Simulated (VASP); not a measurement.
Write the native input for VASP 6.6.1 that does the following.

| Item | Value |
| --- | --- |
| Task | single point |
| Functional | PBE |
| Potentials or basis | VASP PAW PBE potentials, release 64 (Si, O) |
| Cutoff | 520 eV |
| k mesh | 9 × 9 × 9 |
| Occupations | gaussian, width 0.1 eV |
| Spin | no spin polarisation |
| Dipole correction | no |
| Further INCAR settings | ALGO = Normal; EDIFF = 1e-06; NBANDS = 15 |

The structure of SiO2 lies in POSCAR:

```
SiO2
1.0
    1.5147823293      0.8745599856      4.5644120735
   -1.5147823293      0.8745599856      4.5644120735
    0.0000000000     -1.7491199712      4.5644120735
Si O
1 2
Direct
    0.5000000000      0.5000000000      0.5000000000
    0.2397212369      0.2397212369      0.2397212369
    0.7602787631      0.7602787631      0.7602787631
```

This cell differs from its parent crystal: Sn replaced by Si, lengths x 0.938, strained.

The input as run:

INCAR

```
SYSTEM = SiO2
PREC     = Accurate       ! precision mode
ENCUT    = 520            ! plane-wave cutoff, eV
EDIFF    = 1E-6           ! SCF threshold, eV
ISMEAR   = 0              ! smearing method
SIGMA    = 0.1            ! smearing width, eV
LREAL    = .False.        ! projectors in reciprocal space
LASPH    = .True.         ! aspherical terms in the spheres
NELM     = 80             ! most SCF steps
ALGO     = Normal         ! electronic algorithm
ISIF     = 2              ! what is computed and relaxed
LWAVE    = .False.        ! write WAVECAR
LCHARG   = .False.        ! write CHGCAR
GGA      = PE             ! functional
NBANDS   = 15             ! bands
```

KPOINTS

```
Automatic mesh
0
Gamma
  9 9 9
  0 0 0
```

Potentials or basis: VASP PAW PBE potentials, release 64 (Si, O).

Launch:

```bash
$ cat potpaw_PBE.64/Si/POTCAR potpaw_PBE.64/O/POTCAR > POTCAR
$ mpirun -np 1 vasp_std > vasp.out
```

It gave:

| Quantity | Value |
| --- | --- |
| Pressure | -38.5 GPa |
| Largest force | 2.747 eV/Å |
| Band gap on the k mesh | 2.00 eV |

Caveat: the cell differs from its parent crystal (Sn replaced by Si, lengths x 0.938, strained); the cell stands under tension; an odd mesh through Γ misses points on the zone boundary, where band edges can lie; forces of over 1 eV/Å act on the atoms, so gaps and moduli don't describe the material at rest.

Wall time 37 s on 1 thread of AMD EPYC 9R45 96-Core Processor (Zen 5) (shared host), peak memory 0.18 GiB.
